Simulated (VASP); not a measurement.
# WF (R3m) in VASP: a series of runs

Runs on WF. Level: PBE. Tasks: single point.

Program: VASP 6.6.1. These are calculated values, not measurements. Logs are shortened: lines on timing, memory, paths and dates and some standing lists are left out, and cuts for length are marked.

**1. The cell of the first run**

It takes space group R3m (No. 160, trigonal). Conventional cell: a = 2.732 Å, b = 2.732 Å, c = 15.209 Å, α = 90.00°, β = 90.00°, γ = 120.00°. W (site symmetry 3m) has 1 F at 1.87 Å within 2.5 Å. Within 2.5 Å of F (site symmetry 3m) lie 1 W at 1.87 Å.

**2. Single point, PBE**

File INCAR:

```
PREC = Accurate
ENCUT = 520
EDIFF = 1E-7
ISMEAR = 0
SIGMA = 0.1
LREAL = False
LASPH = True
NELM = 100
ALGO = Normal
ISIF = 2
LWAVE = False
LCHARG = False
GGA = PE
NBANDS = 18
```

File KPOINTS:

```
Automatic mesh
0
Gamma
  24 24 24
```

File POSCAR:

```
WF
1.0
    1.3658902597      0.7885971091      5.0696021674
   -1.3658902597      0.7885971091      5.0696021674
    0.0000000000     -1.5771942183      5.0696021674
W F
1 1
Direct
    0.1858804806      0.1858804806      0.1858804806
    0.0628761394      0.0628761394      0.0628761394
```

Potentials or basis: VASP PAW PBE potentials, release 64 (W_sv, F).

Launch:

```bash
> cat potpaw_PBE.64/W_sv/POTCAR potpaw_PBE.64/F/POTCAR > POTCAR
> mpirun -np 1 vasp_std > vasp.out
```

OUTCAR:

```text
PREC = Accurate
   ENCUT = 520
   EDIFF = 1E-7
   ISMEAR = 0
   LREAL = False
   LASPH = True
   NELM = 100
   ISIF = 2
   GGA = PE

 ion  position               nearest neighbor table
   1  0.186  0.186  0.186-   2 1.87
   2  0.063  0.063  0.063-   1 1.87

  LATTYP: Found a trigonal (rhomboedric) cell.
 ALAT       =     5.3092756321
 COS(alpha) =     0.8676295434

  Lattice vectors:

 A1 = (   1.3658902597,   0.7885971091,   5.0696021674)
 A2 = (  -1.3658902597,   0.7885971091,   5.0696021674)
 A3 = (   0.0000000000,  -1.5771942183,   5.0696021674)

Analysis of symmetry for initial positions (statically):
=====================================================================
 Subroutine PRICEL returns:
 Original cell was already a primitive cell.

 Routine SETGRP: Setting up the symmetry group for a
 trigonal (rhombohedral) supercell.

 Subroutine GETGRP returns: Found  6 space group operations
 (whereof  6 operations were pure point group operations)
 out of a pool of 12 trial point group operations.

The static configuration has the point symmetry C_3v.

Analysis of symmetry for dynamics (positions and initial velocities):
=====================================================================
 Subroutine PRICEL returns:
 Original cell was already a primitive cell.

 Routine SETGRP: Setting up the symmetry group for a
 trigonal (rhombohedral) supercell.

 Subroutine GETGRP returns: Found  6 space group operations
 (whereof  6 operations were pure point group operations)
 out of a pool of 12 trial point group operations.

The dynamic configuration has the point symmetry C_3v.

 Subroutine INISYM returns: Found  6 space group operations
 (whereof  6 operations are pure point group operations),
 and found     1 'primitive' translations

----------------------------------------------------------------------------------------

                                     Primitive cell

  volume of cell :      32.7639

  direct lattice vectors                    reciprocal lattice vectors
     1.365890260  0.788597109  5.069602167     0.366061619  0.211345774  0.065751379
    -1.365890260  0.788597109  5.069602167    -0.366061619  0.211345774  0.065751379
     0.000000000 -1.577194218  5.069602167     0.000000000 -0.422691549  0.065751379

  length of vectors
     5.309275632  5.309275632  5.309275632     0.427774928  0.427774928  0.427774928
[... 77 lines left out ...]
   LSORBIT =      F    spin-orbit coupling
   LASPH  =      T    aspherical Exc in radial PAW
   ENCUT  =  520.0 eV  38.22 Ry    6.18 a.u.   9.87  9.87  9.87*2*pi/ulx,y,z
   NELM   =    100;   NELMIN=  2; NELMDL= -5     # of ELM steps
   EDIFF  = 0.1E-06   stopping-criterion for ELM
   LREAL  =      F    real-space projection
   EDIFFG = 0.1E-05   stopping-criterion for IOM
   NSW    =      0    number of steps for IOM
   IBRION =     -1    ionic relax: 0-MD 1-quasi-New 2-CG
   NFREE  =      0    steps in history (QN), initial steepest desc. (CG)
   ISIF   =      2    stress and relaxation
   ISYM   =      2    0-nonsym 1-usesym 2-fastsym
   POTIM  = 0.5000    time-step for ionic-motion
   TEBEG  =    0.0;   TEEND  =   0.0 temperature during run
   PSTRESS=    0.0 pullay stress
   NELECT =      21.0000    total number of electrons
   NUPDOWN=      -1.0000    fix difference up-down
   EMIN   =  10.00;   EMAX   =-10.00  energy-range for DOS
   EFERMI =   0.00;   METHOD = LEGACY
   ISMEAR =     0;   SIGMA  =   0.10  broadening in eV -4-tet -1-fermi 0-gaus
   EFERMI_NEDOS =   21; number of points for ismear=-14 and -15
   IALGO  =     38    algorithm
   IMIX   =      4    mixing-type and parameters
     AMIX     =   0.40;   BMIX     =  1.00
     AMIX_MAG =   1.60;   BMIX_MAG =  1.00
  volume/ion in A,a.u.               =      16.38       110.55
  Fermi-wavevector in a.u.,A,eV,Ry     =   1.411505  2.667359 27.107535  1.992348
  Thomas-Fermi vector in A             =   2.533350
   LORBIT       =      0    0 simple, 1 ext, 2 COOP (PROOUT), +10 PAW based schemes
   GGA     = PE    functional components
   LHFCALC =     F    Hartree Fock is set to
   AEXX    =    0.0000 exact exchange contribution
   IVDW    =     0    specifies the selected vdW correction
   LEPSILON=     F    determine dielectric tensor
   LRPA    =     F    only Hartree local field effects (RPA)
 non-spin polarized calculation
 Gauss-broadening in eV      SIGMA  =   0.10
  energy-cutoff  :      520.00
  volume of cell :       32.76
 maximum number of plane-waves:       897
   NGX = 19   NGY = 19   NGZ = 19

 number of electron      21.0000005 magnetization

 Free energy of the ion-electron system (eV)
  ---------------------------------------------------
  ext. energy  EPLUGINS =         0.00000000
  ---------------------------------------------------
  free energy    TOTEN  =       -15.82540707 eV

  energy without entropy =      -15.81751726  energy(sigma->0) =      -15.82146217

 E-fermi :   4.6536     XC(G=0): -10.6679

 val. band max:        4.6535248447   @ k =  -0.2917   0.0417   0.0000
 cond. band min:       4.6549600844   @ k =   0.3333   0.1667   0.1667
 fundamental gap:      0.0014352397
 Fermi energy:         4.6536385442

 k-point     1 :       0.0000    0.0000    0.0000
  band No.  band energies     occupation
      1     -69.5370      2.00000
      2     -34.2335      2.00000
      3     -32.9282      2.00000
      4     -32.9282      2.00000
      5     -19.5641      2.00000
      6      -2.0896      2.00000
[... 481 lines left out ...]
      5     -19.0986      2.00000
      6      -2.0780      2.00000
[... 10 lines left out ...]
     17      18.0222      0.00000
     18      20.7159      0.00000

 [... further k-points ...]

------------------------ aborting loop because EDIFF is reached ----------------------------------------

  FORCE on cell =-STRESS in cart. coord.  units (eV):
  Direction    XX          YY          ZZ          XY          YZ          ZX
  --------------------------------------------------------------------------------------
  -------------------------------------------------------------------------------------
  Total        0.0308245      0.0308245      0.6712418      0.0000000     -0.0000000      0.0000000
  in kB        1.5073397      1.5073397     32.8241482      0.0000000     -0.0000000      0.0000000
  external PRESSURE =      11.9462758 kB  Pullay stress =       0.0000000 kB

 VOLUME and BASIS-vectors are now :
 -----------------------------------------------------------------------------
  energy-cutoff  :      520.00
  volume of cell :       32.76
      direct lattice vectors                 reciprocal lattice vectors
     1.365890260  0.788597109  5.069602167     0.366061619  0.211345774  0.065751379
    -1.365890260  0.788597109  5.069602167    -0.366061619  0.211345774  0.065751379
     0.000000000 -1.577194218  5.069602167     0.000000000 -0.422691549  0.065751379

 POSITION                                       TOTAL-FORCE (eV/Angst)
 -----------------------------------------------------------------------------------
      0.00000     -0.00000      2.82702         0.000000     -0.000000      0.400188
      0.00000     -0.00000      0.95627         0.000000      0.000000     -0.400188
 -----------------------------------------------------------------------------------
    total drift:                                0.000000     -0.000000     -0.000423

  FREE ENERGIE OF THE ION-ELECTRON SYSTEM (eV)
  ---------------------------------------------------
  free  energy   TOTEN  =       -15.8254070722 eV

  energy  without entropy=      -15.8175172634  energy(sigma->0) =      -15.82146217
```

stdout:

```text
POSCAR found type information on POSCAR W F
 POSCAR found :  2 types and       2 ions
 scaLAPACK will be used
 LDA part: xc-table for (Slater+PW92), standard interpolation
 POSCAR, INCAR and KPOINTS ok, starting setup
 FFT: planning ... GRIDC
 FFT: planning ... GRID_SOFT
 FFT: planning ... GRID
 WAVECAR not read
 entering main loop
```

Run time: 58 min. Hardware: 1 thread of AMD EPYC 7R13 (Zen 3), shared host; peak memory 0.79 GiB.

Results:

```
Free energy   : -15.8254 eV
Pressure      : 1.2 GPa
Largest force : 0.400 eV/Å
```

Forces in eV/Å, atoms in the order of the input:
```
W    0.000  0.000  0.400
F    0.000  0.000 -0.400
```

Stress tensor (GPa, compression positive):
```
0.15 0.00 0.00
0.00 0.15 0.00
0.00 0.00 3.28
```

Caveat: spin-orbit coupling is left out, which moves the levels of the heavy elements; an odd number of electrons without spin polarisation forces a metal; a magnetic or distorted state may lie lower.

**3. Single point, PBE**

File INCAR:

```
SYSTEM = WF
ALGO = Normal
EDIFF = 1E-7
ENCUT = 520
GGA = PE
ISIF = 2
ISMEAR = 0
LASPH = .TRUE.
LCHARG = .FALSE.
LREAL = .FALSE.
LWAVE = .FALSE.
NBANDS = 18
NELM = 100
PREC = Accurate
SIGMA = 0.1
```

File KPOINTS:

```
k-points
0
G
  24 24 24
  0 0 0
```

POSCAR is that of step 2.

Potentials or basis: VASP PAW PBE potentials, release 64 (W_sv, F).

Launch:

```bash
> cat potpaw_PBE.64/W_sv/POTCAR potpaw_PBE.64/F/POTCAR > POTCAR
> mpirun -np 1 vasp_std > vasp.out
```

Run time: 40 min. Hardware: 1 thread of AMD EPYC 7R13 (Zen 3), shared host; peak memory 0.8 GiB.

The run converged. Its results:

```
Free energy   : -15.8254 eV
Pressure      : 1.2 GPa
Largest force : 0.400 eV/Å
```

Forces on the atoms (eV/Å):
```
W    0.000  0.000  0.400
F    0.000  0.000 -0.400
```

Stress tensor (GPa, compression positive):
```
0.15 0.00 0.00
0.00 0.15 0.00
0.00 0.00 3.28
```

Levels at points of the mesh, in eV from the Fermi level:
| k point | band 7 | band 8 | band 9 | band 10 | band 11 | band 12 | band 13 | band 14 |
| --- | --- | --- | --- | --- | --- | --- | --- | --- |
| (0.00, 0.00, 0.00) | -6.60 | -4.07 | -4.07 | -0.32 | -0.25 | -0.25 | 3.61 | 3.61 |
| (0.50, 0.00, 0.00) | -6.20 | -4.70 | -4.58 | -1.66 | 2.54 | 3.24 | 3.91 | 5.96 |
| (0.50, 0.50, 0.00) | -6.33 | -4.69 | -4.56 | -1.42 | 2.43 | 3.41 | 4.08 | 5.96 |
| (0.50, 0.50, 0.50) | -6.36 | -4.07 | -4.07 | -0.25 | -0.25 | 0.90 | 3.58 | 3.58 |

Caveat: spin-orbit coupling is left out, which moves the levels of the heavy elements; an odd number of electrons without spin polarisation forces a metal; a magnetic or distorted state may lie lower.
